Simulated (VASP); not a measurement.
The system is Al2GaN3.

```
Al Ga N
1.0
    -1.68122    1.68122    7.13281
     1.68122   -1.68122    7.13281
     1.68122    1.68122   -7.13281
Al Ga N
2 1 3
Direct
  0.83333 0.83333 0.00000
  0.16667 0.16667 0.00000
  0.50000 0.50000 0.00000
  0.66667 0.66667 0.00000
  0.33333 0.33333 0.00000
  0.00000 0.00000 0.00000
```

* Program: VASP 6.6.1
* Task: relaxation of cell and atoms
* Functional: PBE
* Potentials or basis: VASP PAW PBE potentials, release 64 (Al, Ga_d, N)
* Cutoff: 600 eV
* k mesh: 8 × 8 × 8
* Occupations: gaussian, width 0.1 eV
* Spin: no spin polarisation

At the start: pressure -39.6 GPa; volume 13.44 Å³/atom.

How do energy, volume and symmetry change on relaxing?

Over 9 steps the energy falls by 831.7 meV/atom and the volume is 8.88 Å³/atom (-33.9 %); space group I4/mmm (No. 139, to 0.1 Å) before and after.

The path:
| step | energy change (eV) | largest force (eV/Å) | pressure (GPa) | volume (Å³) |
| --- | --- | --- | --- | --- |
| 1 | 0.0000 | 0.3960 | -39.61 | 80.64 |
| 2 | -4.4542 | 0.5510 | 33.15 | 47.75 |
| 3 | -4.9753 | 0.5054 | -0.08 | 53.33 |
| 4 | -4.9726 | 0.5078 | 2.13 | 52.86 |
| 5 | -4.9864 | 0.1590 | -1.87 | 53.72 |
| 6 | -4.9873 | 0.1564 | -1.00 | 53.55 |
| 7 | -4.9901 | 0.0455 | 0.24 | 53.26 |
| 8 | -4.9901 | 0.0500 | 0.12 | 53.27 |
| 9 | -4.9902 | 0.0091 | -0.04 | 53.30 |

Final structure:
```yaml
crystal:
  lattice:
    - [-1.46402, 1.46402, 6.21749]
    - [1.46402, -1.46402, 6.21749]
    - [1.46402, 1.46402, -6.21749]
  atoms:
    - { symbol: Al, position: [0.83225, 0.83225, 0.00000] }
    - { symbol: Al, position: [0.16775, 0.16775, 0.00000] }
    - { symbol: Ga, position: [0.50000, 0.50000, 0.00000] }
    - { symbol: N, position: [0.66966, 0.66966, 0.00000] }
    - { symbol: N, position: [0.33034, 0.33034, 0.00000] }
    - { symbol: N, position: [0.00000, 0.00000, 0.00000] }
```

Caveat: the volume moved by over 15 % at a fixed basis, so the end points are rough.
